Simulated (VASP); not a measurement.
# Ru in VASP: relaxation of the atoms with LDA

Aim: the relaxation of the atoms of Ru with LDA.

Program: VASP 6.6.1. These are calculated values, not measurements. Logs are shortened: lines on timing, memory, paths and dates and some standing lists are left out, and cuts for length are marked.

### Step 1. The cell of the first run

The cell holds a slab with vacuum, 7 atoms: a = 2.706 Å, b = 2.706 Å, c = 30.246 Å, α = 90.00°, β = 90.00°, γ = 60.00°.

### Step 2. Relaxation of the atoms, LDA

Contents of INCAR:

```
PREC = Accurate ; ENCUT = 520
EDIFF = 1E-6 ; ISMEAR = 0
SIGMA = 0.1 ; LREAL = F
LASPH = T ; NELM = 100
ALGO = Normal ; ISIF = 2
LWAVE = F ; LCHARG = F
LDIPOL = T ; IDIPOL = 3
DIPOL = 0.5 0.5 0.500 ; IBRION = 2
NSW = 80 ; EDIFFG = -0.01
```

Contents of KPOINTS:

```
regular mesh
0
Gamma
  16 16 1
```

Contents of POSCAR:

```
Ru
1.0
    2.7060000000      0.0000000000      0.0000000000
    1.3530000000      2.3434647426      0.0000000000
    0.0000000000      0.0000000000     30.2460000000
Ru
7
Direct
    0.0000000000      0.0000000000      0.2876413410
    0.3333333333      0.3333333333      0.3584275607
    0.0000000000      0.0000000000      0.4292137803
    0.3333333333      0.3333333333      0.5000000000
    0.0000000000      0.0000000000      0.5707862197
    0.3333333333      0.3333333333      0.6415724393
    0.0000000000      0.0000000000      0.7123586590
```

Potentials or basis: VASP PAW LDA potentials, release 64 (Ru_pv).

Launch:

```console
cat potpaw_LDA.64/Ru_pv/POTCAR > POTCAR
mpirun -np 1 vasp_std > vasp.out
```

OUTCAR:

```text
PREC = Accurate
   ENCUT = 520
   EDIFF = 1E-6
   ISMEAR = 0
   LREAL = F
   LASPH = T
   NELM = 100
   ISIF = 2
   IBRION = 2
   NSW = 80
   EDIFFG = -0.01

 ion  position               nearest neighbor table
   1  0.000  0.000  0.288-   2 2.65   2 2.65   2 2.65
   2  0.333  0.333  0.358-   3 2.65   3 2.65   3 2.65   1 2.65   1 2.65   1 2.65
   3  0.000  0.000  0.429-   2 2.65   2 2.65   2 2.65   4 2.65   4 2.65   4 2.65
   4  0.333  0.333  0.500-   3 2.65   5 2.65   3 2.65   5 2.65   3 2.65   5 2.65
   5  0.000  0.000  0.571-   6 2.65   6 2.65   6 2.65   4 2.65   4 2.65   4 2.65
   6  0.333  0.333  0.642-   5 2.65   5 2.65   5 2.65   7 2.65   7 2.65   7 2.65
   7  0.000  0.000  0.712-   6 2.65   6 2.65   6 2.65

  LATTYP: Found a hexagonal cell.
 ALAT       =     2.7060000000
 C/A-ratio  =    11.1773835922

  Lattice vectors:

 A1 = (  -1.3530000000,  -2.3434647426,   0.0000000000)
 A2 = (   2.7060000000,   0.0000000000,   0.0000000000)
 A3 = (   0.0000000000,   0.0000000000,  30.2460000000)

Analysis of symmetry for initial positions (statically):
=====================================================================
 Subroutine PRICEL returns:
 Original cell was already a primitive cell.

 Routine SETGRP: Setting up the symmetry group for a
 hexagonal supercell.

 Subroutine GETGRP returns: Found 12 space group operations
 (whereof 12 operations were pure point group operations)
 out of a pool of 24 trial point group operations.

The static configuration has the point symmetry D_3h.

Analysis of symmetry for dynamics (positions and initial velocities):
=====================================================================
 Subroutine PRICEL returns:
 Original cell was already a primitive cell.

 Routine SETGRP: Setting up the symmetry group for a
 hexagonal supercell.

 Subroutine GETGRP returns: Found 12 space group operations
 (whereof 12 operations were pure point group operations)
 out of a pool of 24 trial point group operations.

The dynamic configuration has the point symmetry D_3h.

 Subroutine INISYM returns: Found 12 space group operations
 (whereof 12 operations are pure point group operations),
 and found     1 'primitive' translations

----------------------------------------------------------------------------------------

                                     Primitive cell

  volume of cell :     191.8025

[... 150 lines left out ...]

  FORCE on cell =-STRESS in cart. coord.  units (eV):
  Direction    XX          YY          ZZ          XY          YZ          ZX
  --------------------------------------------------------------------------------------
  -------------------------------------------------------------------------------------
  Total      -10.2678613    -10.2678613    -10.2450782      0.0000000      0.0000000      0.0000000
  in kB      -85.7701983    -85.7701983    -85.5798841      0.0000000      0.0000000      0.0000000
  external PRESSURE =     -85.7067602 kB  Pullay stress =       0.0000000 kB
[... 104 lines left out ...]
  FREE ENERGIE OF THE ION-ELECTRON SYSTEM (eV)
  ---------------------------------------------------
  free  energy   TOTEN  =       -72.2256790098 eV

  energy  without entropy=      -72.1922119185  energy(sigma->0) =      -72.20894546

[... ionic steps 4 to 11 ...]

--------------------------------------- Ionic step       12  -------------------------------------------

 number of electron      97.9999993 magnetization

------------------------ aborting loop because EDIFF is reached ----------------------------------------
[... 36 lines left out ...]
--------------------------------------- Ionic step       13  -------------------------------------------

 number of electron      97.9999993 magnetization

 dipolmoment           0.000000      0.000000      0.000000 electrons x Angstroem

------------------------ aborting loop because EDIFF is reached ----------------------------------------

  FORCE on cell =-STRESS in cart. coord.  units (eV):
  Direction    XX          YY          ZZ          XY          YZ          ZX
  --------------------------------------------------------------------------------------
  -------------------------------------------------------------------------------------
  Total       -7.1579639     -7.1579639      0.0241560      0.0000000      0.0000000      0.0000000
  in kB      -59.7923912    -59.7923912      0.2017819      0.0000000      0.0000000      0.0000000
  external PRESSURE =     -39.7943335 kB  Pullay stress =       0.0000000 kB
[... 28 lines left out ...]
--------------------------------------- Ionic step       14  -------------------------------------------

 number of electron      97.9999993 magnetization

 dipolmoment           0.000000      0.000000     -0.000000 electrons x Angstroem

 Free energy of the ion-electron system (eV)
  ---------------------------------------------------
  ext. energy  EPLUGINS =         0.00000000
  ---------------------------------------------------
  free energy    TOTEN  =       -72.29767929 eV

  energy without entropy =      -72.26304280  energy(sigma->0) =      -72.28036104

 E-fermi :   3.6624     XC(G=0):  -7.7340

 val. band max:        3.6544284882   @ k =   0.3750   0.1875   0.0000
 cond. band min:       3.6697956906   @ k =   0.5000   0.0625   0.0000
 fundamental gap:      0.0153672024
 Fermi energy:         3.6624089347

 k-point     1 :       0.0000    0.0000    0.0000
  band No.  band energies     occupation
      1     -39.9252      2.00000
      2     -39.8482      2.00000
      3     -39.5363      2.00000
      4     -39.1994      2.00000
      5     -39.0199      2.00000
      6     -39.0199      2.00000
[... 1453 lines left out ...]
     57       6.2714      0.00000
     58       6.4956      0.00000

 [... further k-points ...]

------------------------ aborting loop because EDIFF is reached ----------------------------------------

 vacuum level on the upper side and lower side of the slab       (xc-potential included)        -0.010        -0.010

  FORCE on cell =-STRESS in cart. coord.  units (eV):
  Direction    XX          YY          ZZ          XY          YZ          ZX
  --------------------------------------------------------------------------------------
  -------------------------------------------------------------------------------------
  Total       -7.1607155     -7.1607155      0.0120088      0.0000000      0.0000000     -0.0000000
  in kB      -59.8153757    -59.8153757      0.1003128      0.0000000      0.0000000     -0.0000000
  external PRESSURE =     -39.8434796 kB  Pullay stress =       0.0000000 kB
[... 22 lines left out ...]
  FREE ENERGIE OF THE ION-ELECTRON SYSTEM (eV)
  ---------------------------------------------------
  free  energy   TOTEN  =       -72.2976792876 eV

  energy  without entropy=      -72.2630428015  energy(sigma->0) =      -72.28036104

 reached required accuracy - stopping structural energy minimisation

 vacuum level on the upper side and lower side of the slab         8.989         8.989
```

OSZICAR:

```text
N       E                     dE             d eps       ncg     rms          rms(c)
DAV:   1     0.114705379690E+04    0.11471E+04   -0.61984E+04  4104   0.168E+03
DAV:   2    -0.349982755337E+02   -0.11821E+04   -0.11497E+04  3732   0.518E+02
[... 164 lines left out ...]
DAV:   2    -0.722976933069E+02   -0.67995E-04   -0.62952E-04  3884   0.168E-01    0.307E-02
DAV:   3    -0.722976920778E+02    0.12291E-05   -0.22634E-04  4620   0.104E-01    0.280E-02
DAV:   4    -0.722976796281E+02    0.12450E-04   -0.43557E-05  3886   0.429E-02    0.760E-03
DAV:   5    -0.722976811709E+02   -0.15428E-05   -0.10275E-05  3620   0.268E-02    0.116E-02
DAV:   6    -0.722976793419E+02    0.18291E-05   -0.65947E-06  3562   0.221E-02    0.254E-03
DAV:   7    -0.722976792876E+02    0.54273E-07   -0.46655E-07  1910   0.468E-03
  14 F= -.72297679E+02 E0= -.72280361E+02  d E =-.136279E-04
```

CONTCAR:

```text
Ru
   1.00000000000000
     2.7060000000000000    0.0000000000000000    0.0000000000000000
     1.3530000000000000    2.3434647426000002    0.0000000000000000
     0.0000000000000000    0.0000000000000000   30.2459999999999987
  Ru
     7
Direct
     0.0000000000000000    0.0000000000000000    0.2940631068489287
     0.3333333332999970    0.3333333332999970    0.3607245208154765
     0.0000000000000000    0.0000000000000000    0.4302773994703738
     0.3333333332999970    0.3333333332999970    0.5000000000000000
     0.0000000000000000    0.0000000000000000    0.5697226005296260
     0.3333333332999970    0.3333333332999970    0.6392754791845232
     0.0000000000000000    0.0000000000000000    0.7059368931510713

  0.00000000E+00  0.00000000E+00  0.00000000E+00
  0.00000000E+00  0.00000000E+00  0.00000000E+00
  0.00000000E+00  0.00000000E+00  0.00000000E+00
  0.00000000E+00  0.00000000E+00  0.00000000E+00
  0.00000000E+00  0.00000000E+00  0.00000000E+00
  0.00000000E+00  0.00000000E+00  0.00000000E+00
  0.00000000E+00  0.00000000E+00  0.00000000E+00
```

Run time: 44 min. Hardware: 1 thread of AMD EPYC 7R13 (Zen 3), shared host; peak memory 0.35 GiB.

Results:

```yaml
Free_energy: -72.2977 eV
Energy_gained_by_relaxing: 30.7 meV/atom
Ionic_steps: 14
Largest_force_after_relaxing: 0.006 eV/Å
Band_gap_on_the_k_mesh: zero (band 49 reaches 5.03 eV, above the bottom of band 50 at 2.56 eV)
```

Forces in eV/Å, atoms in the order of the input:
```
Ru   0.000  0.000 -0.006
Ru   0.000  0.000  0.000
Ru   0.000  0.000 -0.005
Ru   0.000  0.000  0.000
Ru   0.000  0.000  0.005
Ru   0.000  0.000  0.000
Ru   0.000  0.000  0.006
```

The path:
```
step  energy change (eV)  largest force (eV/Å)  pressure (GPa)
   1              0.0000                1.3219           -8.57
   2             -0.1383                0.4466           -7.08
   3             -0.1431                0.4341           -6.69
   4             -0.1634                0.3109           -6.31
   5             -0.1808                0.5383           -5.29
   6             -0.1930                0.4668           -4.93
   7             -0.2116                0.2222           -3.81
   8             -0.2119                0.1824           -3.63
   9             -0.2148                0.0495           -3.87
  10             -0.2150                0.0198           -3.97
  11             -0.2150                0.0197           -3.98
  12             -0.2151                0.0125           -3.98
  13             -0.2151                0.0126           -3.98
  14             -0.2151                0.0062           -3.98
```

Final structure:
```
Ru
1.0
     2.70600    0.00000    0.00000
     1.35300    2.34346    0.00000
     0.00000    0.00000   30.24600
Ru
7
Direct
  0.00000 0.00000 0.29406
  0.33333 0.33333 0.36072
  0.00000 0.00000 0.43028
  0.33333 0.33333 0.50000
  0.00000 0.00000 0.56972
  0.33333 0.33333 0.63928
  0.00000 0.00000 0.70594
```

Levels at points of the mesh, in eV from the Fermi level:
| k point | band 44 | band 45 | band 46 | band 47 | band 48 | band 49 | band 50 | band 51 |
| --- | --- | --- | --- | --- | --- | --- | --- | --- |
| (0.00, 0.00, 0.00) | -2.24 | -2.03 | -2.03 | -1.65 | -1.29 | -1.29 | -0.75 | -0.75 |
| (0.50, 0.00, 0.00) | -0.02 | 0.15 | 0.84 | 1.07 | 1.37 | 1.37 | 1.43 | 1.58 |
